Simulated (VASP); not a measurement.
Set up this calculation in VASP 6.6.1, as the native input.

* Task: single point
* Functional: PBEsol
* Potentials or basis: VASP PAW PBE potentials, release 64 (N)
* Cutoff: 520 eV
* k mesh: 6 × 6 × 2
* Occupations: gaussian, width 0.05 eV
* Spin: no spin polarisation
* Dipole correction: no
* Further INCAR settings: ALGO = Normal; EDIFF = 1e-06; NBANDS = 30; ISYM = 0

The structure of N lies in POSCAR:

```
N
1.0
   -4.6258169325      0.0000000000      0.0000000000
   -2.3129084662     -4.0060749768      0.0000000000
   -1.1564542331      2.0030374884     16.0224973438
N
8
Direct
   -0.0667176786      0.7333843452      0.8001020238
    0.1520761999      0.5145904668      0.3625142670
   -0.0323942293      0.6990608959      0.7314551252
    0.1863996492      0.4802670175      0.2938673683
    0.5948064724      0.7385268609      0.1437203885
    0.3760125940      0.9573207394      0.5813081454
    0.6291299217      0.7042034116      0.0750734899
    0.4103360433      0.9229972900      0.5126612468
```

This cell differs from its parent crystal: the part above a cut slid along it.

The input as run:

INCAR

```
ALGO = Normal
EDIFF = 1E-6
ENCUT = 520
GGA = PS
ISIF = 2
ISMEAR = 0
ISYM = 0
LASPH = T
LCHARG = T
LELF = T
LREAL = F
LVHAR = T
LWAVE = F
NBANDS = 30
NELM = 80
PREC = Accurate
SIGMA = 0.05
```

KPOINTS

```
k-points
0
Gamma
  6 6 2
```

Potentials or basis: VASP PAW PBE potentials, release 64 (N).

Launch:

```console
$ cat potpaw_PBE.64/N/POTCAR > POTCAR
$ mpirun -np 1 vasp_std > vasp.out
```

It gave:

| Item | Value |
| --- | --- |
| Pressure | 1.4 GPa |
| Largest force | 1.896 eV/Å |
| Band gap on the k mesh | 7.46 eV (least direct gap 7.66 eV) |

Caveat: the cell differs from its parent crystal (the part above a cut slid along it); the standard files for N, O and F lose accuracy on very short bonds; this functional lacks dispersion, which holds the molecules together, so the pressure and a relaxed volume are unreliable; the PAW data sets were made with another functional, which shifts forces and pressure a little; this functional lacks dispersion, which binds layers or chains, so the pressure and a relaxed spacing across them are unreliable.

It took 8.9 min on 1 thread of Intel Xeon 8259CL, on a shared host, peak memory 0.54 GiB.
